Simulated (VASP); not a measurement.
Wanted: the native input for a VASP 6.6.1 run.

- Task: relaxation of cell and atoms
- Functional: r2SCAN
- Potentials or basis: VASP PAW PBE potentials, release 64 (Ga_d, As, Zn)
- Cutoff: 600 eV
- k mesh: 4 × 4 × 4
- Occupations: fermi-dirac, width 0.1 eV
- Spin: no spin polarisation
- Dipole correction: no
- Further INCAR settings: ALGO = Normal; EDIFF = 1e-06; IBRION = 2; EDIFFG = -0.01; NSW = 60; ISIF = 3

ZnGaAs2:

```
Ga As Zn
1.0
     0.00000    5.63003    0.00000
     5.63003    0.00000    0.00000
     2.81502    2.81502   -5.63003
Ga As Zn
2 4 2
Cartesian
  2.8150 2.8150 0.0000
  5.6300 2.8150 -2.8150
  4.1493 4.2225 -4.2225
  1.4075 4.2957 -1.4075
  7.1107 7.0375 -4.2225
  4.2225 1.3343 -1.4075
  0.0000 0.0000 0.0000
  2.8150 5.6300 -2.8150
```

The input as run:

POSCAR

```
ZnGaAs2
1.0
    0.0000000000      5.6300340000      0.0000000000
    5.6300340000      0.0000000000      0.0000000000
    2.8150170000      2.8150170000     -5.6300340000
Ga As Zn
2 4 2
Direct
    0.5000000000      0.5000000000      0.0000000000
    0.2500000000      0.7500000000      0.5000000000
    0.3750000000      0.3620000000      0.7500000000
    0.6380000000      0.1250000000      0.2500000000
    0.8750000000      0.8880000000      0.7500000000
    0.1120000000      0.6250000000      0.2500000000
    0.0000000000      0.0000000000      0.0000000000
    0.7500000000      0.2500000000      0.5000000000
```

INCAR.step1

```
SYSTEM = ZnGaAs2
PREC     = Accurate       ! precision mode
ENCUT    = 600            ! plane-wave cutoff, eV
ISMEAR   = -1             ! smearing method
SIGMA    = 0.1            ! smearing width, eV
LREAL    = .False.        ! projectors in reciprocal space
LASPH    = .True.         ! aspherical terms in the spheres
NELM     = 100            ! most SCF steps
GGA      = PE             ! functional
ALGO     = Normal         ! electronic algorithm
EDIFF    = 1E-4           ! SCF threshold, eV
LWAVE    = .True.         ! write WAVECAR
LCHARG   = .False.        ! write CHGCAR
```

INCAR.step2

```
SYSTEM = ZnGaAs2
PREC     = Accurate       ! precision mode
ENCUT    = 600            ! plane-wave cutoff, eV
EDIFF    = 1E-6           ! SCF threshold, eV
ISMEAR   = -1             ! smearing method
SIGMA    = 0.1            ! smearing width, eV
LREAL    = .False.        ! projectors in reciprocal space
LASPH    = .True.         ! aspherical terms in the spheres
NELM     = 100            ! most SCF steps
ALGO     = Normal         ! electronic algorithm
ISIF     = 3              ! what is computed and relaxed
LWAVE    = .False.        ! write WAVECAR
LCHARG   = .False.        ! write CHGCAR
METAGGA  = R2SCAN         ! meta-GGA
LMIXTAU  = .True.       
IBRION   = 2              ! ionic algorithm
NSW      = 60             ! ionic steps
EDIFFG   = -0.01          ! ionic threshold
ISTART   = 1
```

KPOINTS

```
regular mesh
0
Gamma
  4 4 4
  0 0 0
```

Potentials or basis: VASP PAW PBE potentials, release 64 (Ga_d, As, Zn).

The run is started by

```bash
$ cat potpaw_PBE.64/Ga_d/POTCAR potpaw_PBE.64/As/POTCAR potpaw_PBE.64/Zn/POTCAR > POTCAR
$ cp INCAR.step1 INCAR
$ mpirun -np 1 vasp_std > vasp.out
$ cp INCAR.step2 INCAR
$ mpirun -np 1 vasp_std > vasp.out
```

It gave:

```json
{"Relaxed volume": "22.45 Å³/atom", "Relaxed cell": "a = 5.661 Å, b = 5.661 Å, c = 6.887 Å, α = 65.73°, β = 65.73°, γ = 90.00°", "Space group after relaxing (to 0.1 Å)": "I-42d (No. 122)", "Energy gained by relaxing": "10.3 meV/atom", "Ionic steps": "10", "Pressure after relaxing": "0.0 GPa", "Band gap on the k mesh": "zero (bands 35 and 36 overlap by 1.62 eV)"}
```

Caveat: the PAW data sets were made with another functional, which shifts forces and pressure a little.

Run time: 26 min on 1 thread of Intel(R) Xeon(R) 6975P-C (Granite Rapids), with other jobs on the host, peak memory 0.47 GiB.
